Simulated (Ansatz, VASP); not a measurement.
**One calculation of Mg6F, two programs**

```
Mg F
1.0
     3.20344    0.00000    0.00000
    -1.60172    7.81532    0.00000
     0.00000    0.00000   20.98511
Mg F
6 1
Direct
  0.84939 0.69878 0.19061
  0.52100 0.04200 0.21976
  0.19261 0.38523 0.24891
  0.37107 0.74148 0.32830
  0.04262 0.08345 0.35424
  0.71282 0.42511 0.38051
  0.71282 0.42511 0.52490
```

Alike in both runs: task single point; functional PBE; k mesh 9 × 4 × 1; occupations gaussian, width 0.1 eV; no spin polarisation.

```csv
,VASP,Ansatz
version,VASP 6.6.1,Ansatz 0.2.0
potentials or method,"VASP PAW PBE potentials, release 64 (Mg, F), cutoff 520 eV","scalar-relativistic, plane waves, PAW"
valence electrons in the cell,19,67
```

VASP gave:

| Property | Result |
| --- | --- |
| gap on the k mesh at the Fermi level (eV) | none |
| rms of the force components (eV/Å) | 0.473 |

Q: Which values does Ansatz return?

A: gap on the k mesh at the Fermi level (eV): none; rms of the force components (eV/Å): 0.475.

Atom by atom the forces differ by 0.004 eV/Å (rms over components). A gap of «none» marks a metal or a gap that the smearing closes. VASP's potentials hold 19 valence electrons a cell and Ansatz's 67, so a difference there can come from the potentials and not from the codes.
